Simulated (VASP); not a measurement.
Wanted: the native input for a VASP 6.6.1 run.

| Property | Result |
| --- | --- |
| Task | single point |
| Functional | PBE |
| Potentials or basis | VASP PAW PBE potentials, release 64 (Ge_d) |
| Cutoff | 520 eV |
| k mesh | 1 × 1 × 1, shifted |
| Occupations | fermi-dirac, width 0.2585 eV |
| Spin | no spin polarisation |
| Dipole correction | no |
| Further INCAR settings | ALGO = Normal; EDIFF = 1e-07; NBANDS = 111; ISYM = 0 |

The structure of Ge lies in POSCAR:

```
Ge
1.0
    6.6784480000      0.0216250000     -0.1503050000
    0.0216250000      7.0326220000     -0.1691540000
   -0.1503050000     -0.1691540000      6.8752970000
Ge
14
Direct
    0.1072493513      0.7683808147      0.9726053728
    0.5653234659      0.0700390474      0.8612818222
    0.7465546174      0.8076120870      0.9075267158
    0.9865684257      0.3089749744      0.4914441543
    0.3584600492      0.0776038130      0.1437742010
   -0.0892643730      1.2178442956      0.0867862657
    0.2193404884      0.7358306394      0.4915696977
    0.9170202206      0.6021376664      1.2618747552
    0.4730251801      0.5495765679      0.6847986530
    0.3470524736      0.4440684142      0.9785893861
    0.3593450645      0.0384238631      0.5083080644
    0.5918902213      0.7799420948      0.3135046217
    0.5111763364      0.4100593572      0.3842394794
    0.8842219013      0.9958418536      0.5346998982
```

These files were run (other wordings do the same):

INCAR

```
  PREC = Accurate
  ENCUT = 520
  EDIFF = 1E-7
  ISMEAR = -1
  SIGMA = 0.2585
  LREAL = F
  LASPH = T
  NELM = 80
  ALGO = Normal
  ISIF = 2
  LWAVE = F
  LCHARG = F
  GGA = PE
  NBANDS = 111
  ISYM = 0
```

KPOINTS

```
Automatic mesh
0
Gamma
  1 1 1
  0.25 0.25 0.25
```

Potentials or basis: VASP PAW PBE potentials, release 64 (Ge_d).

Command:

```console
$ cat potpaw_PBE.64/Ge_d/POTCAR > POTCAR
$ mpirun -np 1 vasp_std > vasp.out
```

It gave:

```json
{
  "Pressure": "2.8 GPa",
  "Largest force": "3.028 eV/Å",
  "Band gap on the k mesh": "0.14 eV"
}
```

Caveat: the k points lie up to 0.94 Å⁻¹ apart.

Run time: 95 s on 1 thread of Intel(R) Xeon(R) Platinum 8259CL CPU @ 2.50GHz (Skylake/Cascade Lake), on a shared host, peak memory 0.35 GiB.
